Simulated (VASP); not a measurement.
# NaCl (R3m) in VASP: a series of runs, part 2 of 2

VASP 6.6.1. Earlier steps stand in the parts before.

### 3 Single point, LDA

Input file INCAR:

```
ALGO = Normal
EDIFF = 1E-6
ENCUT = 520
ISIF = 2
ISMEAR = 0
LASPH = T
LCHARG = F
LREAL = F
LWAVE = F
NBANDS = 14
NELM = 100
PREC = Accurate
SIGMA = 0.05
```

Input file KPOINTS:

```
k-points
0
Gamma
  6 6 6
```

Input file POSCAR:

```
NaCl
1.0
    3.5021900000      0.0000000000      0.0000000000
    0.0000000000      3.5021900000      0.0000000000
    0.0000000000      0.0000000000      3.5021900000
Na Cl
1 1
Direct
    0.0000000000      0.0000000000      0.0000000000
    0.4752718898      0.4752718898      0.4752718898
```

Potentials or basis: VASP PAW LDA potentials, release 64 (Na_pv, Cl).

Started as:

```console
$ cat potpaw_LDA.64/Na_pv/POTCAR potpaw_LDA.64/Cl/POTCAR > POTCAR
$ mpirun -np 1 vasp_std > vasp.out
```

OUTCAR:

```text
EDIFF = 1E-6
   ENCUT = 520
   ISIF = 2
   ISMEAR = 0
   LASPH = T
   LREAL = F
   NELM = 100
   PREC = Accurate

 ion  position               nearest neighbor table
   1  0.000  0.000  0.000-
   2  0.475  0.475  0.475-

  LATTYP: Found a simple cubic cell.
 ALAT       =     3.5021900000

  Lattice vectors:

 A1 = (   3.5021900000,   0.0000000000,   0.0000000000)
 A2 = (   0.0000000000,   3.5021900000,   0.0000000000)
 A3 = (   0.0000000000,   0.0000000000,   3.5021900000)

Analysis of symmetry for initial positions (statically):
=====================================================================
 Subroutine PRICEL returns:
 Original cell was already a primitive cell.

 Routine SETGRP: Setting up the symmetry group for a
 simple cubic supercell.

 Subroutine GETGRP returns: Found  6 space group operations
 (whereof  6 operations were pure point group operations)
 out of a pool of 48 trial point group operations.

The static configuration has the point symmetry C_3v.

Analysis of symmetry for dynamics (positions and initial velocities):
=====================================================================
 Subroutine PRICEL returns:
 Original cell was already a primitive cell.

 Routine SETGRP: Setting up the symmetry group for a
 simple cubic supercell.

 Subroutine GETGRP returns: Found  6 space group operations
 (whereof  6 operations were pure point group operations)
 out of a pool of 48 trial point group operations.

The dynamic configuration has the point symmetry C_3v.

 Subroutine INISYM returns: Found  6 space group operations
 (whereof  6 operations are pure point group operations),
 and found     1 'primitive' translations

----------------------------------------------------------------------------------------

                                     Primitive cell

  volume of cell :      42.9555

  direct lattice vectors                    reciprocal lattice vectors
     3.502190000  0.000000000  0.000000000     0.285535622  0.000000000  0.000000000
     0.000000000  3.502190000  0.000000000     0.000000000  0.285535622  0.000000000
     0.000000000  0.000000000  3.502190000     0.000000000  0.000000000  0.285535622

  length of vectors
     3.502190000  3.502190000  3.502190000     0.285535622  0.285535622  0.285535622

  position of ions in fractional coordinates (direct lattice)
     0.000000000  0.000000000  0.000000000
     0.475271890  0.475271890  0.475271890

  ion indices of the primitive-cell ions
   primitive index   ion index
                 1           1
                 2           2

----------------------------------------------------------------------------------------

 KPOINTS: k-points

Automatic generation of k-mesh.
 Grid dimensions read from file:
 generate k-points for:    6    6    6

 Generating k-lattice:

  Cartesian coordinates                     Fractional coordinates (reciprocal lattice)
     0.047589270  0.000000000  0.000000000     0.166666667  0.000000000  0.000000000
     0.000000000  0.047589270  0.000000000     0.000000000  0.166666667  0.000000000
     0.000000000  0.000000000  0.047589270     0.000000000  0.000000000  0.166666667

  Length of vectors
     0.047589270  0.047589270  0.047589270

  Shift w.r.t. Gamma in fractional coordinates (k-lattice)
     0.000000000  0.000000000  0.000000000

 Subroutine IBZKPT returns following result:
 ===========================================

 Found     32 irreducible k-points:

 Following reciprocal coordinates:
            Coordinates               Weight
  0.000000  0.000000  0.000000      1.000000
  0.166667  0.000000  0.000000      6.000000
  0.333333  0.000000  0.000000      6.000000
  0.500000  0.000000  0.000000      3.000000
  0.166667  0.166667  0.000000      6.000000
 -0.166667  0.166667  0.000000      6.000000
[... 16 lines left out ...]
 -0.166667  0.333333  0.333333      6.000000
  0.500000  0.333333  0.166667     12.000000
 [... further k-points ...]
   k-points           NKPTS =     32   k-points in BZ     NKDIM =     32   number of bands    NBANDS=     14
   number of dos      NEDOS =    301   number of ions     NIONS =      2
   total plane-waves  NPLWV =  21952
   dimension x,y,z NGX =    28 NGY =   28 NGZ =   28
   dimension x,y,z NGXF=    56 NGYF=   56 NGZF=   56
   ions per type =               1   1
   NGX,Y,Z   is equivalent  to a cutoff of  13.29, 13.29, 13.29 a.u.
   NGXF,Y,Z  is equivalent  to a cutoff of  26.58, 26.58, 26.58 a.u.
 SYSTEM =  unknown system
   PREC   = accura    normal or accurate (medium, high low for compatibility)
   ISTART =      0    job   : 0-new  1-cont  2-samecut
   ICHARG =      2    charge: 1-file 2-atom 10-const
   ISPIN  =      1    spin polarized calculation?
   LNONCOLLINEAR =      F non collinear calculations
   LSORBIT =      F    spin-orbit coupling
   LASPH  =      T    aspherical Exc in radial PAW
   ENCUT  =  520.0 eV  38.22 Ry    6.18 a.u.   6.51  6.51  6.51*2*pi/ulx,y,z
   NELM   =    100;   NELMIN=  2; NELMDL= -5     # of ELM steps
   EDIFF  = 0.1E-05   stopping-criterion for ELM
   LREAL  =      F    real-space projection
   EDIFFG = 0.1E-04   stopping-criterion for IOM
   NSW    =      0    number of steps for IOM
   IBRION =     -1    ionic relax: 0-MD 1-quasi-New 2-CG
   NFREE  =      0    steps in history (QN), initial steepest desc. (CG)
   ISIF   =      2    stress and relaxation
   ISYM   =      2    0-nonsym 1-usesym 2-fastsym
   POTIM  = 0.5000    time-step for ionic-motion
   TEBEG  =    0.0;   TEEND  =   0.0 temperature during run
   PSTRESS=    0.0 pullay stress
   NELECT =      14.0000    total number of electrons
   NUPDOWN=      -1.0000    fix difference up-down
   EMIN   =  10.00;   EMAX   =-10.00  energy-range for DOS
   EFERMI =   0.00;   METHOD = LEGACY
   ISMEAR =     0;   SIGMA  =   0.05  broadening in eV -4-tet -1-fermi 0-gaus
   EFERMI_NEDOS =   21; number of points for ismear=-14 and -15
   IALGO  =     38    algorithm
   IMIX   =      4    mixing-type and parameters
     AMIX     =   0.40;   BMIX     =  1.00
     AMIX_MAG =   1.60;   BMIX_MAG =  1.00
  volume/ion in A,a.u.               =      21.48       144.94
  Fermi-wavevector in a.u.,A,eV,Ry     =   1.126621  2.129005 17.269530  1.269275
  Thomas-Fermi vector in A             =   2.263304
   LORBIT       =      0    0 simple, 1 ext, 2 COOP (PROOUT), +10 PAW based schemes
   GGA     = CA    functional components
   LHFCALC =     F    Hartree Fock is set to
   AEXX    =    0.0000 exact exchange contribution
   IVDW    =     0    specifies the selected vdW correction
   LEPSILON=     F    determine dielectric tensor
   LRPA    =     F    only Hartree local field effects (RPA)
 non-spin polarized calculation
 Gauss-broadening in eV      SIGMA  =   0.05
  energy-cutoff  :      520.00
  volume of cell :       42.96
 maximum number of plane-waves:      1189
 NGX is ok and might be reduce to    28
   NGX = 13   NGY = 13   NGZ = 13

 number of electron      13.9999996 magnetization

 Free energy of the ion-electron system (eV)
  ---------------------------------------------------
  ext. energy  EPLUGINS =         0.00000000
  ---------------------------------------------------
  free energy    TOTEN  =        -7.07031923 eV

  energy without entropy =       -7.07031923  energy(sigma->0) =       -7.07031923

 E-fermi :   0.5219     XC(G=0):  -8.9497

 val. band max:        0.2047893921   @ k =   0.5000   0.5000   0.0000
 cond. band min:       3.8234974766   @ k =   0.0000   0.0000   0.0000
 fundamental gap:      3.6187080845
 Fermi energy:         0.5218965792

 k-point     1 :       0.0000    0.0000    0.0000
  band No.  band energies     occupation
      1     -21.7785      2.00000
      2     -21.7781      2.00000
      3     -21.7781      2.00000
      4     -13.1046      2.00000
      5      -0.3034      2.00000
      6      -0.3019      2.00000
      7      -0.3019      2.00000
      8       3.8235      0.00000
      9       8.4968      0.00000
     10       8.4968      0.00000
     11      15.4418      0.00000
     12      15.4418      0.00000
     13      15.5390      0.00000
     14      16.0501      0.00000
[... 375 lines left out ...]
 k-point    24 :       0.5000    0.3333    0.1667
  band No.  band energies     occupation
      1     -21.8130      2.00000
      2     -21.8015      2.00000
      3     -21.7808      2.00000
      4     -12.4625      2.00000
      5      -2.2123      2.00000
      6      -1.6033      2.00000
      7      -0.4384      2.00000
      8       6.3292      0.00000
      9       9.0155      0.00000
     10       9.0818      0.00000
     11      11.4110      0.00000
     12      13.4178      0.00000
     13      13.7964      0.00000
     14      15.9409      0.00000

 [... further k-points ...]
[... 5 lines left out ...]
  --------------------------------------------------------------------------------------
  -------------------------------------------------------------------------------------
  Total       -0.7867474     -0.7867474     -0.7867474      0.0264707      0.0264707      0.0264707
  in kB      -29.3445052    -29.3445052    -29.3445052      0.9873161      0.9873161      0.9873161
  external PRESSURE =     -29.3445052 kB  Pullay stress =       0.0000000 kB

 VOLUME and BASIS-vectors are now :
 -----------------------------------------------------------------------------
  energy-cutoff  :      520.00
  volume of cell :       42.96
      direct lattice vectors                 reciprocal lattice vectors
     3.502190000  0.000000000  0.000000000     0.285535622  0.000000000  0.000000000
     0.000000000  3.502190000  0.000000000     0.000000000  0.285535622  0.000000000
     0.000000000  0.000000000  3.502190000     0.000000000  0.000000000  0.285535622

 POSITION                                       TOTAL-FORCE (eV/Angst)
 -----------------------------------------------------------------------------------
      0.00000      0.00000      0.00000        -0.014364     -0.014364     -0.014364
      1.66449      1.66449      1.66449         0.014364      0.014364      0.014364
 -----------------------------------------------------------------------------------
    total drift:                               -0.000060     -0.000060     -0.000059

  FREE ENERGIE OF THE ION-ELECTRON SYSTEM (eV)
  ---------------------------------------------------
  free  energy   TOTEN  =        -7.0703192327 eV

  energy  without entropy=       -7.0703192327  energy(sigma->0) =       -7.07031923
```

Run time: 25 s. Hardware: 1 thread of Intel Xeon 6975P-C, shared host; peak memory 0.14 GiB.

Results:

| Property | Result |
| --- | --- |
| Free energy | -7.0703 eV |
| Pressure | -2.9 GPa |
| Largest force | 0.025 eV/Å |
| Band gap on the k mesh | 3.62 eV, indirect (least direct gap 4.13 eV) |

Forces in eV/Å, atoms in the order of the input:
```
Na  -0.014 -0.014 -0.014
Cl   0.014  0.014  0.014
```

Caveat: the cell differs from its parent crystal (all Cl atoms moved +0.150 Å, as atom 2 towards its neighbour atom 1 (Na) at 3.033 Å). A k mesh can miss the band edges.

### 4 Single point, LDA

Input file INCAR:

```
PREC = Accurate ; ENCUT = 520
EDIFF = 1E-6 ; ISMEAR = 0
SIGMA = 0.05 ; LREAL = False
LASPH = True ; NELM = 80
ALGO = Normal ; ISIF = 2
LWAVE = False ; LCHARG = True
GGA = CA ; LELF = True
LVHAR = True ; NBANDS = 14
```

Input file KPOINTS:

```
regular mesh
0
Gamma
  6 6 6
```

Edit POSCAR of step 3 so:

```diff
@@ -9,2 +9,2 @@
     0.0000000000      0.0000000000      0.0000000000
-    0.4752718898      0.4752718898      0.4752718898
+    0.4711505381      0.4711505381      0.4711505381
```

Started as:

```console
$ cat potpaw_LDA.64/Na_pv/POTCAR potpaw_LDA.64/Cl/POTCAR > POTCAR
$ mpirun -np 1 vasp_std > vasp.out
```

It took 24 s on 1 thread of Intel Xeon 6975P-C, shared host; peak memory 0.14 GiB.

Results (log left out):

| Property | Result |
| --- | --- |
| Free energy | -7.0696 eV |
| Pressure | -2.9 GPa |
| Largest force | 0.033 eV/Å |
| Band gap on the k mesh | 3.62 eV, indirect (least direct gap 4.13 eV) |

Forces in eV/Å, atoms in the order of the input:
```
Na  -0.019 -0.019 -0.019
Cl   0.019  0.019  0.019
```

Stress tensor (GPa, compression positive):
```
-2.87  0.14  0.14
 0.14 -2.87  0.14
 0.14  0.14 -2.87
```

Levels at points of the mesh, in eV from the valence-band top:
| k point | band 5 | band 6 | band 7 | band 8 | band 9 | band 10 |
| --- | --- | --- | --- | --- | --- | --- |
| (0.00, 0.00, 0.00) | -0.51 | -0.51 | -0.51 | 3.62 | 8.30 | 8.30 |
| (0.50, 0.00, 0.00) | -3.05 | -0.27 | -0.26 | 6.57 | 8.24 | 10.27 |
| (0.50, 0.50, 0.00) | -2.33 | -2.33 | 0.00 | 5.21 | 9.61 | 10.65 |
| (0.50, 0.50, 0.50) | -1.90 | -1.89 | -1.89 | 6.79 | 6.79 | 6.83 |

Caveat: the cell differs from its parent crystal (all Cl atoms moved +0.175 Å, as atom 2 towards its neighbour atom 1 (Na) at 3.033 Å). A k mesh can miss the band edges.
